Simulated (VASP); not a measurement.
# Zn16N (a cell with a defect): single point with PBE

The system is Zn16N (a cell with a defect).

```
Zn N
1.0
     3.92881    3.92881    3.92881
    -3.92881    3.92881   -3.92881
    -3.92881   -3.92881    3.92881
Zn N
16 1
Cartesian
  -0.0461 -0.3222 -0.3221
  -3.9525 1.9173 -1.9016
  -2.0548 3.9145 -1.9501
  -3.8923 0.0999 0.0998
  -1.8445 1.9753 -0.0109
  -0.0237 3.9761 -0.0628
  -3.9525 -1.9016 1.9172
  -1.8447 -0.0109 1.9753
  -0.0461 2.2865 2.2866
  1.9577 3.9865 1.9424
  -2.0547 -1.9500 3.9145
  -0.0237 -0.0628 3.9760
  1.9577 1.9424 3.9864
  -3.8923 1.8646 1.8645
  -1.9711 3.9509 1.9067
  -1.9711 1.9068 3.9508
  0.4094 0.9824 0.9821
```

```yaml
Program: VASP 6.6.1
Task: single point
Functional: PBE
Potentials_or_basis: VASP PAW PBE potentials, release 64 (Zn, N)
Cutoff: 520 eV
k_mesh: 4 × 4 × 4, shifted
Occupations: gaussian, width 0.1 eV
Spin: no spin polarisation
```

The pressure is 5.0 GPa and the largest force is 0.750 eV/Å.

Forces in eV/Å, atoms in the order of the input:
```
Zn  -0.153  0.016  0.016
Zn  -0.088 -0.002 -0.007
Zn   0.132 -0.069  0.069
Zn   0.038 -0.031 -0.031
Zn  -0.103  0.031 -0.031
Zn  -0.088  0.002  0.007
Zn  -0.088 -0.007 -0.002
Zn  -0.103 -0.031  0.031
Zn  -0.153 -0.016 -0.016
Zn  -0.057  0.030  0.041
Zn   0.132  0.069 -0.069
Zn  -0.088  0.007  0.002
Zn  -0.057  0.041  0.030
Zn   0.038  0.031  0.031
Zn  -0.057 -0.041 -0.030
Zn  -0.057 -0.030 -0.041
N    0.750  0.000  0.000
```

Stress tensor (GPa, compression positive):
```
3.17 0.00 0.00
0.00 5.85 0.80
0.00 0.80 5.85
```

Levels at points of the mesh, in eV from the Fermi level:
| k point | band 96 | band 97 | band 98 | band 99 | band 100 | band 101 | band 102 | band 103 |
| --- | --- | --- | --- | --- | --- | --- | --- | --- |
| (0.12, 0.12, 0.12) | -1.77 | -1.03 | -0.18 | -0.12 | 0.93 | 0.98 | 1.45 | 2.30 |

Run time: 33 min on 1 thread of Intel Xeon 6975P-C, with other jobs on the host, peak memory 0.6 GiB.
